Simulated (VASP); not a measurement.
Set up this calculation in VASP 6.6.1, as the native input.

| Item | Value |
| --- | --- |
| Task | single point |
| Functional | r2SCAN |
| Potentials or basis | VASP PAW PBE potentials, release 64 (La) |
| Cutoff | 520 eV |
| k mesh | 8 × 8 × 5 |
| Occupations | fermi-dirac, width 0.05 eV |
| Spin | no spin polarisation |
| Dipole correction | no |
| Further INCAR settings | ALGO = Normal; EDIFF = 1e-06; NBANDS = 18 |

La:

```
La
1.0
     3.82355    0.00000    0.00000
    -1.91177    3.31129    0.00000
     0.00000    0.00000    6.18905
La
2
Direct
  0.66667 0.33333 0.75000
  0.33333 0.66667 0.25000
```

The input as run:

POSCAR

```
La
1.0
    3.8235480841      0.0000000000      0.0000000000
   -1.9117740420      3.3112897734      0.0000000000
    0.0000000000      0.0000000000      6.1890498321
La
2
Direct
    0.6666666667      0.3333333333      0.7500000000
    0.3333333333      0.6666666667      0.2500000000
```

INCAR.step1

```
SYSTEM = La
  PREC = Accurate
  ENCUT = 520
  ISMEAR = -1
  SIGMA = 0.05
  LREAL = .False.
  LASPH = .True.
  NELM = 80
  NBANDS = 18
  GGA = PE
  ALGO = Normal
  EDIFF = 1E-4
  LWAVE = .True.
  LCHARG = .False.
```

INCAR.step2

```
SYSTEM = La
  PREC = Accurate
  ENCUT = 520
  EDIFF = 1E-6
  ISMEAR = -1
  SIGMA = 0.05
  LREAL = .False.
  LASPH = .True.
  NELM = 80
  ALGO = Normal
  ISIF = 2
  LWAVE = .False.
  LCHARG = .False.
  METAGGA = R2SCAN
  LMIXTAU = .True.
  NBANDS = 18
  ISTART = 1
```

KPOINTS

```
Automatic mesh
0
Gamma
  8 8 5
  0 0 0
```

Potentials or basis: VASP PAW PBE potentials, release 64 (La).

The run is started by

```sh
$ cat potpaw_PBE.64/La/POTCAR > POTCAR
$ cp INCAR.step1 INCAR
$ mpirun -np 1 vasp_std > vasp.out
$ cp INCAR.step2 INCAR
$ mpirun -np 1 vasp_std > vasp.out
```

Results of the run:

```yaml
Pressure: -0.5 GPa
Band_gap_on_the_k_mesh: zero (band 11 reaches 8.75 eV, above the bottom of band 12 at 7.26 eV)
```

Caveat: the PAW data sets were made with another functional, which shifts forces and pressure a little; spin-orbit coupling is left out, which moves the levels of the heavy elements.

Run time: 3.9 min on 1 thread of AMD EPYC 7R13 Processor (Zen 3), with other jobs on the host, peak memory 0.19 GiB.
